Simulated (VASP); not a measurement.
# As (R-3m) in VASP: notebook

The runs below take As through single point, with PBE+D3(BJ).

All numbers are computed with VASP 6.6.1; they aren't measurements. Logs are shortened: lines on timing, memory, paths and dates and some standing lists are left out, and cuts for length are marked.

## (1) The cell of the first run

The structure is trigonal, space group R-3m (No. 166). Conventional cell: a = 3.759 Å, b = 3.759 Å, c = 10.457 Å, α = 90.00°, β = 90.00°, γ = 120.00°. Within 3.3 Å of As (site symmetry 3m) lie 6 As at 2.52 to 3.10 Å.

## (2) Single point, PBE+D3(BJ)

Input file INCAR:

```
SYSTEM = As
  ALGO = Normal
  EDIFF = 1E-6
  ENCUT = 500
  GGA = PE
  GGA_COMPAT = .FALSE.
  ISIF = 2
  ISMEAR = 0
  IVDW = 12
  LASPH = .TRUE.
  LCHARG = .FALSE.
  LREAL = .FALSE.
  LWAVE = .FALSE.
  NBANDS = 12
  NELM = 120
  PREC = Accurate
  SIGMA = 0.1
```

Input file KPOINTS:

```
k-points
0
G
  6 6 6
  0 0 0
```

Input file POSCAR:

```
As
1.0
    1.8797494575      1.0852738553      3.4857700000
   -1.8797494575      1.0852738553      3.4857700000
    0.0000000000     -2.1705477106      3.4857700000
As
2
Direct
    0.2275400000      0.2275400000      0.2275400000
    0.7724600000      0.7724600000      0.7724600000
```

Potentials or basis: VASP PAW PBE potentials, release 64 (As).

Launch:

```bash
$ cat potpaw_PBE.64/As/POTCAR > POTCAR
$ mpirun -np 1 vasp_std > vasp.out
```

OUTCAR:

```text
SYSTEM = As
   EDIFF = 1E-6
   ENCUT = 500
   GGA = PE
   ISIF = 2
   ISMEAR = 0
   IVDW = 12
   LASPH = .TRUE.
   LREAL = .FALSE.
   NELM = 120
   PREC = Accurate
 IVDW          = 12

 ion  position               nearest neighbor table
   1  0.228  0.228  0.228-   2 2.52   2 2.52   2 2.52
   2  0.772  0.772  0.772-   1 2.52   1 2.52   1 2.52

  LATTYP: Found a trigonal (rhomboedric) cell.
 ALAT       =     4.1063207202
 COS(alpha) =     0.5808936906

  Lattice vectors:

 A1 = (   1.8797494575,   1.0852738553,   3.4857700000)
 A2 = (  -1.8797494575,   1.0852738553,   3.4857700000)
 A3 = (   0.0000000000,  -2.1705477106,   3.4857700000)

Analysis of symmetry for initial positions (statically):
=====================================================================
 Subroutine PRICEL returns:
 Original cell was already a primitive cell.

 Routine SETGRP: Setting up the symmetry group for a
 trigonal (rhombohedral) supercell.

 Subroutine GETGRP returns: Found 12 space group operations
 (whereof 12 operations were pure point group operations)
 out of a pool of 12 trial point group operations.

The static configuration has the point symmetry D_3d.

Analysis of symmetry for dynamics (positions and initial velocities):
=====================================================================
 Subroutine PRICEL returns:
 Original cell was already a primitive cell.

 Routine SETGRP: Setting up the symmetry group for a
 trigonal (rhombohedral) supercell.

 Subroutine GETGRP returns: Found 12 space group operations
 (whereof 12 operations were pure point group operations)
 out of a pool of 12 trial point group operations.

The dynamic configuration has the point symmetry D_3d.

 Subroutine INISYM returns: Found 12 space group operations
 (whereof 12 operations are pure point group operations),
 and found     1 'primitive' translations

----------------------------------------------------------------------------------------

                                     Primitive cell

  volume of cell :      42.6667

  direct lattice vectors                    reciprocal lattice vectors
     1.879749457  1.085273855  3.485770000     0.265992895  0.153571070  0.095626887
    -1.879749457  1.085273855  3.485770000    -0.265992895  0.153571070  0.095626887
     0.000000000 -2.170547711  3.485770000     0.000000000 -0.307142139  0.095626887

  length of vectors
     4.106320720  4.106320720  4.106320720     0.321684310  0.321684310  0.321684310

  position of ions in fractional coordinates (direct lattice)
     0.227540000  0.227540000  0.227540000
     0.772460000  0.772460000  0.772460000

  ion indices of the primitive-cell ions
   primitive index   ion index
                 1           1
                 2           2

----------------------------------------------------------------------------------------

 KPOINTS: k-points

Automatic generation of k-mesh.
 Grid dimensions read from file:
 generate k-points for:    6    6    6

 Generating k-lattice:

  Cartesian coordinates                     Fractional coordinates (reciprocal lattice)
     0.044332149  0.025595178  0.015937814     0.166666667 -0.000000000 -0.000000000
    -0.044332149  0.025595178  0.015937814    -0.000000000  0.166666667 -0.000000000
     0.000000000 -0.051190357  0.015937814    -0.000000000 -0.000000000  0.166666667

  Length of vectors
     0.053614052  0.053614052  0.053614052

  Shift w.r.t. Gamma in fractional coordinates (k-lattice)
     0.000000000  0.000000000  0.000000000

 Subroutine IBZKPT returns following result:
 ===========================================

 Found     32 irreducible k-points:

 Following reciprocal coordinates:
            Coordinates               Weight
  0.000000  0.000000  0.000000      1.000000
  0.166667  0.000000  0.000000      6.000000
  0.333333  0.000000  0.000000      6.000000
  0.500000  0.000000  0.000000      3.000000
  0.166667  0.166667  0.000000      6.000000
  0.333333  0.166667  0.000000     12.000000
[... 16 lines left out ...]
  0.500000  0.500000  0.166667      6.000000
 -0.333333  0.500000  0.166667     12.000000
 [... further k-points ...]
   k-points           NKPTS =     32   k-points in BZ     NKDIM =     32   number of bands    NBANDS=     12
   number of dos      NEDOS =    301   number of ions     NIONS =      2
   total plane-waves  NPLWV =  27000
   dimension x,y,z NGX =    30 NGY =   30 NGZ =   30
   dimension x,y,z NGXF=    60 NGYF=   60 NGZF=   60
   ions per type =               2
   NGX,Y,Z   is equivalent  to a cutoff of  12.15, 12.15, 12.15 a.u.
   NGXF,Y,Z  is equivalent  to a cutoff of  24.29, 24.29, 24.29 a.u.
 SYSTEM =  As
   PREC   = accura    normal or accurate (medium, high low for compatibility)
   ISTART =      0    job   : 0-new  1-cont  2-samecut
   ICHARG =      2    charge: 1-file 2-atom 10-const
   ISPIN  =      1    spin polarized calculation?
   LNONCOLLINEAR =      F non collinear calculations
   LSORBIT =      F    spin-orbit coupling
   LASPH  =      T    aspherical Exc in radial PAW
   ENCUT  =  500.0 eV  36.75 Ry    6.06 a.u.   7.49  7.49  7.49*2*pi/ulx,y,z
   NELM   =    120;   NELMIN=  2; NELMDL= -5     # of ELM steps
   EDIFF  = 0.1E-05   stopping-criterion for ELM
   LREAL  =      F    real-space projection
   EDIFFG = 0.1E-04   stopping-criterion for IOM
   NSW    =      0    number of steps for IOM
   IBRION =     -1    ionic relax: 0-MD 1-quasi-New 2-CG
   NFREE  =      0    steps in history (QN), initial steepest desc. (CG)
   ISIF   =      2    stress and relaxation
   ISYM   =      2    0-nonsym 1-usesym 2-fastsym
   POTIM  = 0.5000    time-step for ionic-motion
   TEBEG  =    0.0;   TEEND  =   0.0 temperature during run
   PSTRESS=    0.0 pullay stress
   NELECT =      10.0000    total number of electrons
   NUPDOWN=      -1.0000    fix difference up-down
   EMIN   =  10.00;   EMAX   =-10.00  energy-range for DOS
   EFERMI =   0.00;   METHOD = LEGACY
   ISMEAR =     0;   SIGMA  =   0.10  broadening in eV -4-tet -1-fermi 0-gaus
   EFERMI_NEDOS =   21; number of points for ismear=-14 and -15
   IALGO  =     38    algorithm
   IMIX   =      4    mixing-type and parameters
     AMIX     =   0.40;   BMIX     =  1.00
     AMIX_MAG =   1.60;   BMIX_MAG =  1.00
  volume/ion in A,a.u.               =      21.33       143.96
  Fermi-wavevector in a.u.,A,eV,Ry     =   1.009358  1.907409 13.861654  1.018803
  Thomas-Fermi vector in A             =   2.142281
   LORBIT       =      0    0 simple, 1 ext, 2 COOP (PROOUT), +10 PAW based schemes
   GGA     = PE    functional components
   LHFCALC =     F    Hartree Fock is set to
   AEXX    =    0.0000 exact exchange contribution
   IVDW    =    12    specifies the selected vdW correction
   LEPSILON=     F    determine dielectric tensor
   LRPA    =     F    only Hartree local field effects (RPA)
 non-spin polarized calculation
 Gauss-broadening in eV      SIGMA  =   0.10
  energy-cutoff  :      500.00
  volume of cell :       42.67
 maximum number of plane-waves:      1099
 NGX is ok and might be reduce to    30
   NGX = 15   NGY = 15   NGZ = 15

 number of electron      10.0000000 magnetization

 Free energy of the ion-electron system (eV)
  ---------------------------------------------------
  ext. energy  EPLUGINS =         0.00000000
  ---------------------------------------------------
  free energy    TOTEN  =        -9.35658162 eV

  energy without entropy =       -9.35501162  energy(sigma->0) =       -9.35579662

 E-fermi :   5.5881     XC(G=0): -10.0185

 val. band max:        5.2535916811   @ k =   0.5000   0.0000   0.0000
 cond. band min:       5.5880971594   @ k =   0.3333   0.1667   0.1667
 fundamental gap:      0.3345054783
 Fermi energy:         5.5880624342

 k-point     1 :       0.0000    0.0000    0.0000
  band No.  band energies     occupation
      1      -9.5276      2.00000
      2      -0.2067      2.00000
      3       3.0133      2.00000
      4       3.5475      2.00000
      5       3.5475      2.00000
      6       7.3337      0.00000
      7       8.5247      0.00000
      8       8.5247      0.00000
      9      12.3373      0.00000
     10      12.3373      0.00000
     11      12.7545      0.00000
     12      14.2467      0.00000

 k-point     2 :       0.1667    0.0000    0.0000
  band No.  band energies     occupation
      1      -9.1544      2.00000
      2      -1.4192      2.00000
      3       2.9513      2.00000
      4       3.3133      2.00000
      5       3.6997      2.00000
      6       7.4154      0.00000
      7       8.0021      0.00000
      8       8.1232      0.00000
      9      11.2409      0.00000
     10      11.9464      0.00000
     11      12.4480      0.00000
     12      16.3050      0.00000

 k-point     3 :       0.3333    0.0000    0.0000
  band No.  band energies     occupation
      1      -8.0660      2.00000
      2      -3.7724      2.00000
      3       2.7639      2.00000
      4       2.9405      2.00000
      5       4.4303      2.00000
      6       6.1906      0.00000
      7       6.6986      0.00000
      8       7.2166      0.00000
      9      12.3608      0.00000
     10      13.5022      0.00000
     11      14.5244      0.00000
     12      17.8927      0.00000

 k-point     4 :       0.5000    0.0000    0.0000
  band No.  band energies     occupation
      1      -6.7622      2.00000
      2      -5.5945      2.00000
      3       2.7877      2.00000
      4       2.8184      2.00000
      5       5.2007      2.00000
      6       5.2536      2.00000
      7       5.8255      0.00079
      8       6.8096      0.00000
      9      14.6010      0.00000
     10      14.7797      0.00000
     11      17.0536      0.00000
     12      17.2243      0.00000

 k-point     5 :       0.1667    0.1667    0.0000
  band No.  band energies     occupation
      1      -9.0745      2.00000
      2      -1.4962      2.00000
      3       2.1921      2.00000
      4       2.8325      2.00000
      5       4.5651      2.00000
      6       6.7840      0.00000
      7       7.8995      0.00000
      8       9.2137      0.00000
      9      11.2563      0.00000
     10      12.7410      0.00000
     11      13.2744      0.00000
     12      15.1693      0.00000
[... 228 lines left out ...]
      1      -6.4758      2.00000
      2      -5.0710      2.00000
      3       0.3255      2.00000
      4       0.4618      2.00000
      5       4.3896      2.00000
      6       6.5463      0.00000
      7       9.8717      0.00000
      8      10.1191      0.00000
      9      12.4126      0.00000
     10      13.1761      0.00000
     11      17.7767      0.00000
     12      18.2632      0.00000

 k-point    22 :      -0.1667    0.3333    0.1667
  band No.  band energies     occupation
      1      -7.1780      2.00000
      2      -4.2984      2.00000
      3       0.4658      2.00000
      4       1.7097      2.00000
      5       3.2370      2.00000
      6       7.1058      0.00000
      7       8.8888      0.00000
      8       9.3446      0.00000
      9      11.6940      0.00000
     10      15.3753      0.00000
     11      16.0320      0.00000
     12      17.5625      0.00000

 k-point    23 :       0.5000    0.5000    0.1667
  band No.  band energies     occupation
      1      -7.2555      2.00000
      2      -3.8687      2.00000
      3      -0.5227      2.00000
      4       1.7831      2.00000
      5       2.4062      2.00000
      6       7.8007      0.00000
      7       9.9553      0.00000
      8      11.6851      0.00000
      9      11.9581      0.00000
     10      16.4932      0.00000
     11      17.0214      0.00000
     12      17.3322      0.00000

 k-point    24 :      -0.3333    0.5000    0.1667
  band No.  band energies     occupation
      1      -6.4782      2.00000
      2      -4.6429      2.00000
      3      -0.5761      2.00000
      4       0.4308      2.00000
      5       3.3560      2.00000
      6       7.8271      0.00000
      7       9.4220      0.00000
      8      12.0844      0.00000
      9      12.2471      0.00000
     10      14.2116      0.00000
     11      17.3648      0.00000
     12      18.4545      0.00000

 [... further k-points ...]

------------------------ aborting loop because EDIFF is reached ----------------------------------------

 Edisp (eV)   -0.84750

 E8    (eV) :    -0.3590

  FORCE on cell =-STRESS in cart. coord.  units (eV):
  Direction    XX          YY          ZZ          XY          YZ          ZX
  --------------------------------------------------------------------------------------
  -------------------------------------------------------------------------------------
  Total       0.28997     0.28997    -0.16980     0.00000     0.00000     0.00000
  in kB      10.88869    10.88869    -6.37610     0.00000     0.00000     0.00000
  external pressure =        5.13 kB  Pullay stress =        0.00 kB

 VOLUME and BASIS-vectors are now :
 -----------------------------------------------------------------------------
  energy-cutoff  :      500.00
  volume of cell :       42.67
      direct lattice vectors                 reciprocal lattice vectors
     1.879749457  1.085273855  3.485770000     0.265992895  0.153571070  0.095626887
    -1.879749457  1.085273855  3.485770000    -0.265992895  0.153571070  0.095626887
     0.000000000 -2.170547711  3.485770000     0.000000000 -0.307142139  0.095626887

 POSITION                                       TOTAL-FORCE (eV/Angst)
 -----------------------------------------------------------------------------------
      0.00000      0.00000      2.37946         0.000000     -0.000000      0.161446
      0.00000      0.00000      8.07785         0.000000      0.000000     -0.161446
 -----------------------------------------------------------------------------------
    total drift:                               -0.000000      0.000000     -0.000000

  FREE ENERGIE OF THE ION-ELECTRON SYSTEM (eV)
  ---------------------------------------------------
  free  energy   TOTEN  =       -10.2040848000 eV

  energy  without entropy=      -10.2025148036  energy(sigma->0) =      -10.20329980
```

It took 6.3 s on 1 thread of Intel Xeon 6975P-C (Granite Rapids), shared host; peak memory 0.18 GiB.

Results:

```
Free energy                : -10.2041 eV
Pressure                   : 0.5 GPa
Largest force              : 0.161 eV/Å
Band gap on the k mesh     : zero (band 5 reaches 5.59 eV, above the bottom of band 6 at 5.25 eV)
Dispersion energy per atom : -0.424 eV
```

Forces on the atoms (eV/Å):
```
As   0.000  0.000  0.161
As   0.000  0.000 -0.161
```

Caveat: pairwise dispersion overbinds metals, which lowers pressure and volume.

## (3) Single point, PBE+D3(BJ)

This run uses another cell than the first one, of 20.87 Å³/atom, 0.978 times its volume.

Input file INCAR:

```
SYSTEM = As
ALGO = Normal ; EDIFF = 1E-7
ENCUT = 520 ; GGA = PE
ISIF = 2 ; ISMEAR = 0
IVDW = 12 ; LASPH = .True.
LCHARG = .False. ; LREAL = .False.
LWAVE = .False. ; NBANDS = 12
NELM = 80 ; PREC = Accurate
SIGMA = 0.1
```

Input file KPOINTS:

```
k-points
0
Gamma
  15 15 15
  0 0 0
```

Input file POSCAR:

```
As
1.0
    1.8914412471      1.0920241132      3.3687807663
   -1.8914412471      1.0920241132      3.3687807663
    0.0000000000     -2.1840482264      3.3687807663
As
2
Direct
    0.2303455255      0.2303455255      0.2303455255
    0.7696544745      0.7696544745      0.7696544745
```

Potentials or basis: VASP PAW PBE potentials, release 64 (As).

Launch:

```bash
$ cat potpaw_PBE.64/As/POTCAR > POTCAR
$ mpirun -np 1 vasp_std > vasp.out
```

OUTCAR:

```text
SYSTEM = As
   EDIFF = 1E-7
   ENCUT = 520
   GGA = PE
   ISIF = 2
   ISMEAR = 0
   IVDW = 12
   LASPH = .True.
   LREAL = .False.
   NELM = 80
   PREC = Accurate
 IVDW          = 12

 ion  position               nearest neighbor table
   1  0.230  0.230  0.230-   2 2.54   2 2.54   2 2.54
   2  0.770  0.770  0.770-   1 2.54   1 2.54   1 2.54

  LATTYP: Found a trigonal (rhomboedric) cell.
 ALAT       =     4.0148163727
 COS(alpha) =     0.5561008293

  Lattice vectors:

 A1 = (   1.8914412471,   1.0920241132,   3.3687807663)
[... 548 lines left out ...]

 Edisp (eV)   -0.86697

 E8    (eV) :    -0.3673

  FORCE on cell =-STRESS in cart. coord.  units (eV):
  Direction    XX          YY          ZZ          XY          YZ          ZX
  --------------------------------------------------------------------------------------
  -------------------------------------------------------------------------------------
  Total       0.09092     0.09092     0.06578     0.00000     0.00000     0.00000
  in kB       3.48934     3.48934     2.52424     0.00000     0.00000     0.00000
  external pressure =        3.17 kB  Pullay stress =        0.00 kB

 VOLUME and BASIS-vectors are now :
 -----------------------------------------------------------------------------
  energy-cutoff  :      520.00
  volume of cell :       41.75
      direct lattice vectors                 reciprocal lattice vectors
     1.891441247  1.092024113  3.368780766     0.264348682  0.152621782  0.098947767
    -1.891441247  1.092024113  3.368780766    -0.264348682  0.152621782  0.098947767
     0.000000000 -2.184048226  3.368780766     0.000000000 -0.305243565  0.098947767

 POSITION                                       TOTAL-FORCE (eV/Angst)
 -----------------------------------------------------------------------------------
      0.00000      0.00000      2.32795         0.000000      0.000000      0.049381
      0.00000      0.00000      7.77839         0.000000      0.000000     -0.049381
 -----------------------------------------------------------------------------------
    total drift:                               -0.000000      0.000000      0.000000

  FREE ENERGIE OF THE ION-ELECTRON SYSTEM (eV)
  ---------------------------------------------------
  free  energy   TOTEN  =       -10.1748479312 eV

  energy  without entropy=      -10.1742488880  energy(sigma->0) =      -10.17454841
```

OSZICAR:

```text
N       E                     dE             d eps       ncg     rms          rms(c)
DAV:   1     0.285837612761E+02    0.28584E+02   -0.42054E+03  8256   0.697E+02
DAV:   2    -0.772453501401E+01   -0.36308E+02   -0.34640E+02 11068   0.111E+02
DAV:   3    -0.931075463463E+01   -0.15862E+01   -0.15792E+01 10420   0.238E+01
DAV:   4    -0.931838359371E+01   -0.76290E-02   -0.76284E-02  9296   0.185E+00
DAV:   5    -0.931840099197E+01   -0.17398E-04   -0.17398E-04 10448   0.970E-02    0.331E+00
DAV:   6    -0.931129227949E+01    0.71087E-02   -0.40743E-03  9236   0.409E-01    0.199E+00
DAV:   7    -0.930771385307E+01    0.35784E-02   -0.94470E-03  9568   0.638E-01    0.896E-02
DAV:   8    -0.930783592473E+01   -0.12207E-03   -0.29727E-04 10064   0.104E-01    0.312E-02
DAV:   9    -0.930787782376E+01   -0.41899E-04   -0.52623E-05  9796   0.470E-02    0.102E-02
DAV:  10    -0.930787738607E+01    0.43769E-06   -0.36973E-06  9952   0.107E-02    0.317E-03
DAV:  11    -0.930787731168E+01    0.74392E-07   -0.61800E-07  9692   0.485E-03
   1 F= -.10174848E+02 E0= -.10174548E+02  d E =-.599043E-03
```

Run time: 1.9 min. Hardware: 1 thread of AMD EPYC 7R43 (Zen 3), shared host; peak memory 0.25 GiB.

Results:

* Free energy: -10.1748 eV
* Pressure: 0.3 GPa
* Largest force: 0.049 eV/Å
* Band gap on the k mesh: zero (band 5 reaches 5.79 eV, above the bottom of band 6 at 5.65 eV)
* Dispersion energy per atom: -0.433 eV

Forces in eV/Å, atoms in the order of the input:
```
As   0.000  0.000  0.049
As   0.000  0.000 -0.049
```

Levels at points of the mesh, in eV from the Fermi level:
```tsv
k point	band 1	band 2	band 3	band 4	band 5	band 6	band 7	band 8	band 9	band 10
(0.00, 0.00, 0.00)	-15.16	-5.59	-2.41	-2.10	-2.10	2.09	3.11	3.11	6.47	6.47
```

Caveat: pairwise dispersion overbinds metals, which lowers pressure and volume.
